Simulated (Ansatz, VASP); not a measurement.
One calculation of Rh, two programs

```
Rh
1.0
     3.80405    0.00000    0.00000
    -1.90203    3.29440    0.00000
     0.00000    0.00000   26.95303
Rh
2
Direct
  0.66667 0.33333 0.28206
  0.33333 0.66667 0.31156
```

Change from the starting cell: species swapped into a sheet of the Bi type.

Alike in both runs: functional PBE; k mesh 6 × 6 × 1; occupations gaussian, width 0.1 eV; no spin polarisation.

Ansatz relaxed the structure, and its values are those at the end. VASP's run is a single point on that final structure, the one shown.

|  | VASP | Ansatz |
| --- | --- | --- |
| version | VASP 6.6.1 | Ansatz 0.2.0 |
| potentials or method | VASP PAW PBE potentials, release 64 (Rh_pv), cutoff 520 eV | scalar-relativistic, plane waves, PAW |
| valence electrons in the cell | 30 | 34 |

|  | VASP | Ansatz | Ansatz less VASP |
| --- | --- | --- | --- |
| gap on the k mesh at the Fermi level (eV) | 0.37 | 0.38 | +0.008 |
| least direct gap on the mesh (eV) | 0.54 | 0.54 | -0.007 |
| rms of the force components (eV/Å) | 0.013 | 0.002 | -0.0108 |

VASP's potentials hold 30 valence electrons a cell and Ansatz's 34, so a difference there can come from the potentials and not from the codes. Ansatz's warnings: slab cell height set, structure snapped to symmetry.
